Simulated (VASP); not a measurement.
A run of VASP 6.6.1 is set up as follows.

Contents of POSCAR:

```
Si
1.0
    3.6788443766      0.0000000000      0.0000000000
   -1.8394221883      3.1859726867      0.0000000000
    0.0000000000      0.0000000000      6.4357401288
Si
4
Direct
    0.3333333333      0.6666666667      0.0044737245
    0.6666666667      0.3333333333      0.5044737245
    0.3333333333      0.6666666667      0.3705262755
    0.6666666667      0.3333333333      0.8705262755
```

The input INCAR.step1:

```
PREC = Accurate ; ENCUT = 520
ISMEAR = 0 ; SIGMA = 0.01
LREAL = False ; LASPH = True
NELM = 60 ; NBANDS = 16
GGA = PE ; ALGO = Normal
EDIFF = 1E-4 ; LWAVE = True
LCHARG = False
```

The input INCAR.step2:

```
PREC = Accurate ; ENCUT = 520
EDIFF = 1E-7 ; ISMEAR = 0
SIGMA = 0.01 ; LREAL = False
LASPH = True ; NELM = 60
ALGO = Normal ; ISIF = 2
LWAVE = False ; LCHARG = False
METAGGA = R2SCAN ; LMIXTAU = True
NBANDS = 16 ; ISTART = 1
```

File KPOINTS:

```
regular mesh
0
Gamma
  12 12 4
```

Potentials or basis: VASP PAW PBE potentials, release 64 (Si).

Command:

```bash
$ cat potpaw_PBE.64/Si/POTCAR > POTCAR
$ cp INCAR.step1 INCAR
$ mpirun -np 1 vasp_std > vasp.out
$ cp INCAR.step2 INCAR
$ mpirun -np 1 vasp_std > vasp.out
```

(1) Estimate the pressure.

(2) Estimate the largest force.

(3) Estimate the band gap on the k mesh.

Results:

(1) 7.0 GPa.

(2) 0.012 eV/Å.

(3) 0.37 eV, indirect (least direct gap 1.56 eV).

Caveat: the cell differs from its parent crystal (epitaxial xy strain -4.0%); the PAW data sets were made with another functional, which shifts forces and pressure a little.
